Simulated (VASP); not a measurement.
Here is a VASP 6.6.1 calculation.

Contents of INCAR:

```
SYSTEM = GeCN2
ALGO     = Normal         ! electronic algorithm
EDIFF    = 1E-6           ! SCF threshold, eV
ENCUT    = 520            ! plane-wave cutoff, eV
GGA      = PS             ! functional
ISIF     = 2              ! what is computed and relaxed
ISMEAR   = -1             ! smearing method
LASPH    = .True.         ! aspherical terms in the spheres
LCHARG   = .False.        ! write CHGCAR
LREAL    = .False.        ! projectors in reciprocal space
LWAVE    = .False.        ! write WAVECAR
NBANDS   = 22             ! bands
NELM     = 100            ! most SCF steps
PREC     = Accurate       ! precision mode
SIGMA    = 0.05           ! smearing width, eV
```

Contents of KPOINTS:

```
k-points
0
Gamma
  9 9 9
  0 0 0
```

The input POSCAR:

```
GeCN2
1.0
    1.7937903697      1.0356453528      4.9219572124
   -1.7937903697      1.0356453528      4.9219572124
    0.0000000000     -2.0712907056      4.9219572124
Ge N C
1 2 1
Direct
    0.0000000000      0.0000000000      0.0000000000
    0.5839044000      0.5839044000      0.5839044000
    0.4160956000      0.4160956000      0.4160956000
    0.5000000000      0.5000000000      0.5000000000
```

Potentials or basis: VASP PAW PBE potentials, release 64 (Ge_d, N, C).

Command:

```console
$ cat potpaw_PBE.64/Ge_d/POTCAR potpaw_PBE.64/N/POTCAR potpaw_PBE.64/C/POTCAR > POTCAR
$ mpirun -np 1 vasp_std > vasp.out
```

(1) Predict the band gap on the k mesh.

(2) Predict the largest force.

(3) What does it give for the pressure?

Results:

(1) 1.00 eV, indirect (least direct gap 1.82 eV).

(2) 0.189 eV/Å.

(3) -3.1 GPa.

Caveat: the PAW data sets were made with another functional, which shifts forces and pressure a little.
